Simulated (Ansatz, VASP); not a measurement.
C in VASP and in Ansatz

Contents of POSCAR:

```
C
1.0
    0.0000000000      1.7833700000      1.7833700000
    1.7833700000      0.0000000000      1.7833700000
    1.7833700000      1.7833700000      0.0000000000
C
2
Direct
    0.0000000000      0.0000000000      0.0000000000
    0.2500000000      0.2500000000      0.2500000000
```

Contents of INCAR.step1:

```
SYSTEM = C
ALGO = Normal
EDIFF = 1E-4
ENCUT = 600
GGA = PE
ISMEAR = 0
LASPH = .True.
LCHARG = .False.
LREAL = .False.
LWAVE = .True.
NELM = 60
PREC = Accurate
SIGMA = 0.01
```

INCAR.step2

```
SYSTEM = C
ALGO = Normal
EDIFF = 1E-7
EDIFFG = -0.01
ENCUT = 600
IBRION = 2
ISIF = 3
ISMEAR = 0
ISTART = 1
LASPH = .True.
LCHARG = .False.
LMIXTAU = .True.
LREAL = .False.
LWAVE = .False.
METAGGA = R2SCAN
NELM = 60
NSW = 80
PREC = Accurate
SIGMA = 0.01
```

The input KPOINTS:

```
k-points
0
Gamma
  12 12 12
  0 0 0
```

Input for Ansatz:

```yaml
crystal:
  lattice:
    - [0.0, 1.78337, 1.78337]
    - [1.78337, 0.0, 1.78337]
    - [1.78337, 1.78337, 0.0]
  atoms:
    - { symbol: C, position: [0.0, 0.0, 0.0] }
    - { symbol: C, position: [0.25, 0.25, 0.25] }
basis:
  ecutwfc: 600.0
kpoints:
  mp_grid:
    grid: [12, 12, 12]
hamiltonian:
  xc: r2scan
scf:
  occupations:
    method: fixed
relax:
  cell: {}
```

Alike in both runs: task relaxation of cell and atoms; functional r2SCAN; k mesh 12 × 12 × 12; no spin polarisation.

|  | VASP | Ansatz |
| --- | --- | --- |
| version | VASP 6.6.1 | Ansatz 0.2.0 |
| potentials or method | VASP PAW PBE potentials, release 64 (C), cutoff 600 eV | plane waves, PAW |
| occupations | gaussian, width 0.01 eV | fixed |
| valence electrons in the cell | 8 | 8 |

|  | VASP | Ansatz | Ansatz less VASP |
| --- | --- | --- | --- |
| relaxed volume (Å³/atom) | 5.65 | 5.64 | -0.005 |
| relaxed cell length with the largest relative difference (Å) | 2.518 | 2.517 | -0.0008 |

VASP's potentials were made for PBE, not for r2SCAN.
